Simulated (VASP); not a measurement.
A run of VASP 6.6.1:

INCAR

```
SYSTEM = Mg7CoO8
PREC = Accurate
ENCUT = 520
EDIFF = 1E-6
ISMEAR = 0
SIGMA = 0.01
LREAL = Auto
LASPH = .TRUE.
NELM = 150
ALGO = Normal
ISIF = 2
LWAVE = .FALSE.
LCHARG = .FALSE.
ISPIN = 2
MAGMOM = 0 0 0 0 0.01 0 0 2.78 0.04 0.06 0 0.06 0.07 0 0.06 0.04
LORBIT = 11
LMAXMIX = 4
LDAU = .TRUE.
LDAUTYPE = 2
LDAUL = -1 2 -1
LDAUU = 0 3.2 0
LDAUJ = 0 0 0
LDAUPRINT = 1
NBANDS = 54
ISYM = 0
```

The input KPOINTS:

```
regular mesh
0
G
  2 2 2
  0 0 0
```

The input POSCAR:

```
Mg7CoO8
1.0
    0.0000000000      4.3481000000      4.3481000000
    4.3481000000      0.0000000000      4.3481000000
    4.3481000000      4.3481000000      0.0000000000
Mg Co O
7 1 8
Direct
    0.9878010300      0.0057530400      0.9997875400
    0.0118038800      0.9804527600      0.5056642300
    0.9940867800      0.4995929100      0.5018981300
    0.4854816700      0.0118115900      0.0032462600
    0.5000057000      0.0016869000      0.4901239900
    0.4926855500      0.5014766500      0.9922720000
    0.5042112800      0.4837419100      0.5051861700
    0.9925552600      0.4956245300      0.0071453000
    0.2465326700      0.2464134700      0.2544617500
    0.2505876800      0.2420425700      0.7473136800
    0.2398825400      0.7674873200      0.2447471300
    0.2519085200      0.7454308000      0.7508721200
    0.7450322800      0.2540688200      0.2419650800
    0.7568658400      0.2451120500      0.7499844900
    0.7513899700      0.7565027500      0.2479999100
    0.7497856600      0.7444421100      0.7378618100
```

Potentials or basis: VASP PAW LDA potentials, release 64 (Mg, Co, O).

Command:

```console
$ cat potpaw_LDA.64/Mg/POTCAR potpaw_LDA.64/Co/POTCAR potpaw_LDA.64/O/POTCAR > POTCAR
$ mpirun -np 1 vasp_std > vasp.out
```

Hardware: 1 thread of Intel(R) Xeon(R) 6975P-C (Granite Rapids), on a shared host.

Problem. Estimate the wall time of this run.

Solution. It took 7.3 min on 1 thread of Intel(R) Xeon(R) 6975P-C (Granite Rapids), with other jobs on the host, peak memory 0.34 GiB. Counts: scf iterations 36, k points 8.
